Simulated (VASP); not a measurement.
## Sn: single point with LDA

Crystal: Sn.

```
Sn
1.0
    -1.85553    1.85553    1.85553
     1.85553   -1.85553    1.85553
     1.85553    1.85553   -1.85553
Sn
1
Direct
  0.00000 0.00000 0.00000
```

This isn't the form of Sn at room conditions, which is tetragonal (white tin).

- Program: VASP 6.6.1
- Task: single point
- Functional: LDA
- Potentials or basis: VASP PAW LDA potentials, release 64 (Sn_d)
- Cutoff: 520 eV
- k mesh: 16 × 16 × 16
- Occupations: fermi-dirac, width 0.08 eV
- Spin: no spin polarisation
- Dipole correction: no
- Further INCAR settings: ALGO = Normal; EDIFF = 1e-06; NBANDS = 13

| Item | Value |
| --- | --- |
| Pressure | 0.0 GPa |
| Band gap on the k mesh | zero (bands 7 and 8 overlap by 10.97 eV) |

Levels at points of the mesh, in eV from the Fermi level:
| k point | band 4 | band 5 | band 6 | band 7 | band 8 | band 9 | band 10 | band 11 |
| --- | --- | --- | --- | --- | --- | --- | --- | --- |
| (0.00, 0.00, 0.00) | -21.28 | -21.28 | -11.52 | 8.46 | 8.46 | 8.46 | 12.38 | 12.38 |
| (0.50, 0.00, 0.00) | -21.29 | -21.18 | -6.49 | -4.67 | 3.79 | 5.67 | 8.44 | 8.62 |
| (0.50, 0.50, 0.50) | -21.20 | -21.20 | -2.20 | -0.52 | -0.52 | -0.52 | 3.99 | 3.99 |

Run time: 20 s on 1 thread of Intel Xeon 8259CL, with other jobs on the host, peak memory 0.16 GiB.

Caveat: spin-orbit coupling is left out, which moves the levels of the heavy elements.
